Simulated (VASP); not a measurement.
# Rh (Cmce) in VASP: single point with r2SCAN

Aim: the single point of Rh with r2SCAN.

Everything below comes from runs of VASP 6.6.1. Logs are shortened: lines on timing, memory, paths and dates and some standing lists are left out, and cuts for length are marked.

**1. The cell of the first run**

The typed cell holds 4 atoms: a = 4.618 Å, b = 4.618 Å, c = 3.783 Å, α = 90.00°, β = 90.00°, γ = 131.53°.

**2. Single point, r2SCAN**

The input, POSCAR:

```
Rh
1.0
    1.8955930161     -4.2110663180      0.0000000000
    1.8955930161      4.2110663180      0.0000000000
    0.0000000000      0.0000000000      3.7827731897
Rh
4
Direct
    0.1428588570      0.8571411430      0.0001579210
    0.6428588570      0.3571411430      0.4998420790
    0.8571411430      0.1428588570      0.9998420790
    0.3571411430      0.6428588570      0.5001579210
```

The input, INCAR.step1:

```
SYSTEM = Rh
PREC = Accurate
ENCUT = 680
ISMEAR = 0
SIGMA = 0.1
LREAL = .False.
LASPH = .True.
NELM = 120
NBANDS = 42
GGA = PE
ALGO = Normal
EDIFF = 1E-5
LWAVE = .True.
LCHARG = .False.
GGA_COMPAT = .False.
```

The input, INCAR.step2:

```
SYSTEM = Rh
PREC = Accurate
ENCUT = 680
EDIFF = 1E-6
ISMEAR = 0
SIGMA = 0.1
LREAL = .False.
LASPH = .True.
NELM = 120
ALGO = Normal
ISIF = 2
LWAVE = .False.
LCHARG = .False.
METAGGA = R2SCAN
LMIXTAU = .True.
NBANDS = 42
ISTART = 1
GGA_COMPAT = .False.
```

The input, KPOINTS:

```
regular mesh
0
Gamma
  6 6 4
  0 0 0
```

Potentials or basis: VASP PAW PBE potentials, release 64 (Rh_sv_GW).

Command:

```bash
> cat potpaw_PBE.64/Rh_sv_GW/POTCAR > POTCAR
> cp INCAR.step1 INCAR
> mpirun -np 1 vasp_std > vasp.out
> cp INCAR.step2 INCAR
> mpirun -np 1 vasp_std > vasp.out
```

OUTCAR:

```text
SYSTEM = Rh
   PREC = Accurate
   ENCUT = 680
   EDIFF = 1E-6
   ISMEAR = 0
   LREAL = .False.
   LASPH = .True.
   NELM = 120
   ISIF = 2
   METAGGA = R2SCAN
   ISTART = 1

 ion  position               nearest neighbor table
   1  0.143  0.857  0.000-   3 2.41   4 2.61   4 2.61   3 2.62   3 2.62
   2  0.643  0.357  0.500-   4 2.41   3 2.61   3 2.61   4 2.62   4 2.62
   3  0.857  0.143  1.000-   1 2.41   2 2.61   2 2.61   1 2.62   1 2.62
   4  0.357  0.643  0.500-   2 2.41   1 2.61   1 2.61   2 2.62   2 2.62

  LATTYP: Found a base centered orthorhombic cell.
 ALAT       =     3.7911860322
 B/A-ratio  =     2.2215033935
 C/A-ratio  =     0.9977809471

  Lattice vectors:

 A1 = (   1.8955930161,  -4.2110663180,   0.0000000000)
 A2 = (   1.8955930161,   4.2110663180,   0.0000000000)
 A3 = (   0.0000000000,   0.0000000000,   3.7827731897)

Analysis of symmetry for initial positions (statically):
=====================================================================
 Subroutine PRICEL returns:
 Original cell was already a primitive cell.

 Routine SETGRP: Setting up the symmetry group for a
 base centered orthorhombic supercell.

 Subroutine GETGRP returns: Found  8 space group operations
 (whereof  4 operations were pure point group operations)
 out of a pool of  8 trial point group operations.

The static configuration has the point symmetry C_2h.
 The point group associated with its full space group is D_2h.

Analysis of symmetry for dynamics (positions and initial velocities):
=====================================================================
 Subroutine PRICEL returns:
 Original cell was already a primitive cell.

 Routine SETGRP: Setting up the symmetry group for a
 base centered orthorhombic supercell.

 Subroutine GETGRP returns: Found  8 space group operations
 (whereof  4 operations were pure point group operations)
 out of a pool of  8 trial point group operations.

The dynamic configuration has the point symmetry C_2h.
 The point group associated with its full space group is D_2h.

 Subroutine INISYM returns: Found  8 space group operations
 (whereof  4 operations are pure point group operations),
 and found     1 'primitive' translations

----------------------------------------------------------------------------------------

                                     Primitive cell

  volume of cell :      60.3917

  direct lattice vectors                    reciprocal lattice vectors
     1.895593016 -4.211066318  0.000000000     0.263769699 -0.118734772  0.000000000
     1.895593016  4.211066318  0.000000000     0.263769699  0.118734772  0.000000000
     0.000000000  0.000000000  3.782773190     0.000000000  0.000000000  0.264356320

  length of vectors
     4.618046385  4.618046385  3.782773190     0.289261820  0.289261820  0.264356320

  position of ions in fractional coordinates (direct lattice)
     0.142858857  0.857141143  0.000157921
     0.642858857  0.357141143  0.499842079
     0.857141143  0.142858857  0.999842079
     0.357141143  0.642858857  0.500157921

  ion indices of the primitive-cell ions
   primitive index   ion index
                 1           1
                 2           2
                 3           3
                 4           4

----------------------------------------------------------------------------------------

 KPOINTS: regular mesh

Automatic generation of k-mesh.
 Grid dimensions read from file:
 generate k-points for:    6    6    4

 Generating k-lattice:

  Cartesian coordinates                     Fractional coordinates (reciprocal lattice)
     0.043961617 -0.019789129  0.000000000     0.166666667  0.000000000  0.000000000
     0.043961617  0.019789129  0.000000000     0.000000000  0.166666667  0.000000000
     0.000000000  0.000000000  0.066089080     0.000000000  0.000000000  0.250000000

  Length of vectors
     0.048210303  0.048210303  0.066089080

  Shift w.r.t. Gamma in fractional coordinates (k-lattice)
     0.000000000  0.000000000  0.000000000

 Subroutine IBZKPT returns following result:
 ===========================================

 Found     39 irreducible k-points:

 Following reciprocal coordinates:
            Coordinates               Weight
  0.000000  0.000000  0.000000      1.000000
  0.166667 -0.000000  0.000000      4.000000
  0.333333 -0.000000  0.000000      4.000000
  0.500000  0.000000  0.000000      2.000000
  0.166667  0.166667  0.000000      2.000000
  0.333333  0.166667  0.000000      4.000000
[... 16 lines left out ...]
  0.333333  0.333333  0.250000      4.000000
  0.500000  0.333333  0.250000      8.000000
 [... further k-points ...]
   k-points           NKPTS =     39   k-points in BZ     NKDIM =     39   number of bands    NBANDS=     42
   number of dos      NEDOS =    301   number of ions     NIONS =      4
   total plane-waves  NPLWV =  51200
   dimension x,y,z NGX =    40 NGY =   40 NGZ =   32
   dimension x,y,z NGXF=    80 NGYF=   80 NGZF=   64
   ions per type =               4
   NGX,Y,Z   is equivalent  to a cutoff of  14.40, 14.40, 14.06 a.u.
   NGXF,Y,Z  is equivalent  to a cutoff of  28.80, 28.80, 28.13 a.u.
 SYSTEM =  Rh
   PREC   = accura    normal or accurate (medium, high low for compatibility)
   ISTART =      1    job   : 0-new  1-cont  2-samecut
   ICHARG =      0    charge: 1-file 2-atom 10-const
   ISPIN  =      1    spin polarized calculation?
   LNONCOLLINEAR =      F non collinear calculations
   LSORBIT =      F    spin-orbit coupling
   LASPH  =      T    aspherical Exc in radial PAW
   ENCUT  =  680.0 eV  49.98 Ry    7.07 a.u.   9.82  9.82  8.04*2*pi/ulx,y,z
   NELM   =    120;   NELMIN=  2; NELMDL=  0     # of ELM steps
   EDIFF  = 0.1E-05   stopping-criterion for ELM
   LREAL  =      F    real-space projection
   EDIFFG = 0.1E-04   stopping-criterion for IOM
   NSW    =      0    number of steps for IOM
   IBRION =     -1    ionic relax: 0-MD 1-quasi-New 2-CG
   NFREE  =      0    steps in history (QN), initial steepest desc. (CG)
   ISIF   =      2    stress and relaxation
   ISYM   =      2    0-nonsym 1-usesym 2-fastsym
   POTIM  = 0.5000    time-step for ionic-motion
   TEBEG  =    0.0;   TEEND  =   0.0 temperature during run
   PSTRESS=    0.0 pullay stress
   NELECT =      68.0000    total number of electrons
   NUPDOWN=      -1.0000    fix difference up-down
   EMIN   =  10.00;   EMAX   =-10.00  energy-range for DOS
   EFERMI =   0.00;   METHOD = LEGACY
   ISMEAR =     0;   SIGMA  =   0.10  broadening in eV -4-tet -1-fermi 0-gaus
   EFERMI_NEDOS =   21; number of points for ismear=-14 and -15
   IALGO  =     38    algorithm
   IMIX   =      4    mixing-type and parameters
     AMIX     =   0.40;   BMIX     =  1.00
     AMIX_MAG =   1.60;   BMIX_MAG =  1.00
  volume/ion in A,a.u.               =      15.10       101.89
  Fermi-wavevector in a.u.,A,eV,Ry     =   1.703146  3.218480 39.466523  2.900708
  Thomas-Fermi vector in A             =   2.782786
   LORBIT       =      0    0 simple, 1 ext, 2 COOP (PROOUT), +10 PAW based schemes
   METAGGA = R2SCAN    functional components
   LHFCALC =     F    Hartree Fock is set to
   AEXX    =    0.0000 exact exchange contribution
   IVDW    =     0    specifies the selected vdW correction
   LEPSILON=     F    determine dielectric tensor
   LRPA    =     F    only Hartree local field effects (RPA)
 non-spin polarized calculation
 Gauss-broadening in eV      SIGMA  =   0.10
  energy-cutoff  :      680.00
  volume of cell :       60.39
 maximum number of plane-waves:      2456
   NGX = 19   NGY = 19   NGZ = 17

 number of electron      68.0000002 magnetization

 Free energy of the ion-electron system (eV)
  ---------------------------------------------------
  ext. energy  EPLUGINS =         0.00000000
  ---------------------------------------------------
  free energy    TOTEN  =       -91.77068403 eV

  energy without entropy =      -91.74124776  energy(sigma->0) =      -91.75596589

 E-fermi :   9.3612     XC(G=0): -14.3910

 val. band max:        9.3423172191   @ k =   0.5000   0.1667   0.0000
 cond. band min:       9.3659243033   @ k =   0.5000   0.0000   0.0000
 fundamental gap:      0.0236070842
 Fermi energy:         9.3611935273

 k-point     1 :       0.0000    0.0000    0.0000
  band No.  band energies     occupation
      1     -71.8097      2.00000
      2     -71.6650      2.00000
      3     -71.6149      2.00000
      4     -71.5889      2.00000
      5     -39.4411      2.00000
      6     -39.1206      2.00000
[... 34 lines left out ...]
     41      18.7621      0.00000
     42      19.7062      0.00000

 k-point     2 :       0.1667   -0.0000    0.0000
  band No.  band energies     occupation
      1     -71.7971      2.00000
      2     -71.6675      2.00000
      3     -71.6162      2.00000
      4     -71.5979      2.00000
      5     -39.4093      2.00000
      6     -39.1296      2.00000
[... 34 lines left out ...]
     41      17.1827      0.00000
     42      19.2982      0.00000

 k-point     3 :       0.3333   -0.0000    0.0000
  band No.  band energies     occupation
      1     -71.7629      2.00000
      2     -71.6822      2.00000
      3     -71.6192      2.00000
      4     -71.6146      2.00000
      5     -39.3275      2.00000
      6     -39.1629      2.00000
[... 34 lines left out ...]
     41      17.9247      0.00000
     42      21.0748      0.00000

 k-point     4 :       0.5000    0.0000    0.0000
  band No.  band energies     occupation
      1     -71.7185      2.00000
      2     -71.7185      2.00000
      3     -71.6209      2.00000
      4     -71.6209      2.00000
      5     -39.2321      2.00000
      6     -39.2321      2.00000
[... 844 lines left out ...]
     41      18.6768      0.00000
     42      20.6316      0.00000

 k-point    23 :       0.3333    0.3333    0.2500
  band No.  band energies     occupation
      1     -71.6995      2.00000
      2     -71.6889      2.00000
      3     -71.6811      2.00000
      4     -71.6094      2.00000
      5     -39.2654      2.00000
      6     -39.1504      2.00000
[... 34 lines left out ...]
     41      16.2703      0.00000
     42      17.7238      0.00000

 k-point    24 :       0.5000    0.3333    0.2500
  band No.  band energies     occupation
      1     -71.7190      2.00000
      2     -71.6785      2.00000
      3     -71.6733      2.00000
      4     -71.6085      2.00000
      5     -39.1914      2.00000
      6     -39.1161      2.00000
[... 34 lines left out ...]
     41      15.9969      0.00000
     42      20.0695      0.00000

 [... further k-points ...]

------------------------ aborting loop because EDIFF is reached ----------------------------------------

  FORCE on cell =-STRESS in cart. coord.  units (eV):
  Direction    XX          YY          ZZ          XY          YZ          ZX
  --------------------------------------------------------------------------------------
  -------------------------------------------------------------------------------------
  Total        0.0563252      0.1294829      0.0598268      0.0000000     -0.0000000      0.0000000
  in kB        1.4942922      3.4351488      1.5871910      0.0000000     -0.0000000      0.0000000
  external PRESSURE =       2.1722107 kB  Pullay stress =       0.0000000 kB

 VOLUME and BASIS-vectors are now :
 -----------------------------------------------------------------------------
  energy-cutoff  :      680.00
  volume of cell :       60.39
      direct lattice vectors                 reciprocal lattice vectors
     1.895593016 -4.211066318  0.000000000     0.263769699 -0.118734772  0.000000000
     1.895593016  4.211066318  0.000000000     0.263769699  0.118734772  0.000000000
     0.000000000  0.000000000  3.782773190     0.000000000  0.000000000  0.264356320

 POSITION                                       TOTAL-FORCE (eV/Angst)
 -----------------------------------------------------------------------------------
      1.89559      3.00789      0.00060         0.000000     -0.010742     -0.007149
      1.89559     -1.20318      1.89079         0.000000     -0.010742      0.007149
      1.89559     -3.00789      3.78218         0.000000      0.010742      0.007149
      1.89559      1.20318      1.89198         0.000000      0.010742     -0.007149
 -----------------------------------------------------------------------------------
    total drift:                                0.000000      0.000000     -0.000000

  FREE ENERGIE OF THE ION-ELECTRON SYSTEM (eV)
  ---------------------------------------------------
  free  energy   TOTEN  =       -91.7706840264 eV

  energy  without entropy=      -91.7412477631  energy(sigma->0) =      -91.75596589
```

Run time: 5.3 min. Hardware: 1 thread of Intel Xeon Platinum 8488C (Sapphire Rapids), shared host; peak memory 0.31 GiB.

Results:

```yaml
Free_energy: -91.7707 eV
Pressure: 0.2 GPa
Largest_force: 0.013 eV/Å
Band_gap_on_the_k_mesh: zero (bands 34 and 35 overlap by 1.69 eV)
```

Forces in eV/Å, atoms in the order of the input:
```
Rh   0.000 -0.011 -0.007
Rh   0.000 -0.011  0.007
Rh   0.000  0.011  0.007
Rh   0.000  0.011 -0.007
```

Levels at points of the mesh, in eV from the Fermi level:
| k point | band 30 | band 31 | band 32 | band 33 | band 34 | band 35 | band 36 | band 37 | band 38 | band 39 |
| --- | --- | --- | --- | --- | --- | --- | --- | --- | --- | --- |
| (0.00, 0.00, 0.00) | -0.95 | -0.95 | -0.78 | 0.30 | 0.47 | 1.08 | 1.10 | 1.24 | 2.49 | 4.14 |
| (0.50, 0.00, 0.00) | -1.92 | -1.83 | -1.83 | -0.99 | -0.99 | 0.00 | 0.00 | 0.50 | 0.50 | 5.03 |
| (0.50, 0.50, 0.00) | -0.61 | -0.06 | 0.28 | 0.30 | 0.86 | 0.87 | 1.08 | 1.10 | 1.23 | 4.09 |
| (0.00, 0.00, 0.50) | -1.89 | -1.71 | -1.71 | -1.41 | -1.41 | -0.83 | -0.83 | -0.13 | -0.13 | 8.41 |
| (0.50, 0.00, 0.50) | -1.44 | -1.40 | -1.40 | -0.53 | -0.53 | 0.36 | 0.36 | 2.47 | 2.47 | 3.99 |
| (0.50, 0.50, 0.50) | -2.23 | -1.75 | -1.75 | -0.43 | -0.43 | 0.76 | 0.76 | 1.77 | 1.77 | 2.49 |

Caveat: the k points lie up to 0.42 Å⁻¹ apart, too coarse for converged energies and pressures of a metal; the PAW data sets were made with another functional, which shifts forces and pressure a little.

The gap in the log of VASP goes by the Fermi energy; the results here count the filled bands.